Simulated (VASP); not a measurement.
The system is ZrH2.

```
CELL_PARAMETERS angstrom
0.00000 2.40923 2.40923
2.40923 0.00000 2.40923
2.40923 2.40923 0.00000
ATOMIC_POSITIONS crystal
Zr 0.00000 0.00000 0.00000
H 0.75000 0.75000 0.75000
H 0.25000 0.25000 0.25000
```

| Item | Value |
| --- | --- |
| Program | VASP 6.6.1 |
| Task | relaxation of cell and atoms |
| Functional | PBEsol |
| Potentials or basis | VASP PAW PBE potentials, release 64 (Zr_sv, H) |
| Cutoff | 600 eV |
| k mesh | 8 × 8 × 8 |
| Occupations | gaussian, width 0.02 eV |
| Spin | no spin polarisation |

At the start: pressure -4.5 GPa; volume 9.32 Å³/atom.

How do energy, volume and symmetry change on relaxing?

Over 3 steps the energy falls by 4.4 meV/atom and the volume is 9.02 Å³/atom (-3.3 %); space group Fm-3m (No. 225, to 0.1 Å) before and after.

The path:
```tsv
step	energy change (eV)	largest force (eV/Å)	pressure (GPa)	volume (Å³)
1	0.0000	0.0000	-4.50	27.97
2	-0.0130	0.0000	0.66	26.92
3	-0.0133	0.0000	0.00	27.05
```

Final structure:
```yaml
crystal:
  lattice:
    - [0.00000, 2.38243, 2.38243]
    - [2.38243, 0.00000, 2.38243]
    - [2.38243, 2.38243, 0.00000]
  atoms:
    - { symbol: Zr, position: [0.00000, 0.00000, 0.00000] }
    - { symbol: H, position: [0.75000, 0.75000, 0.75000] }
    - { symbol: H, position: [0.25000, 0.25000, 0.25000] }
```

Caveat: the PAW data sets were made with another functional, which shifts forces and pressure a little.
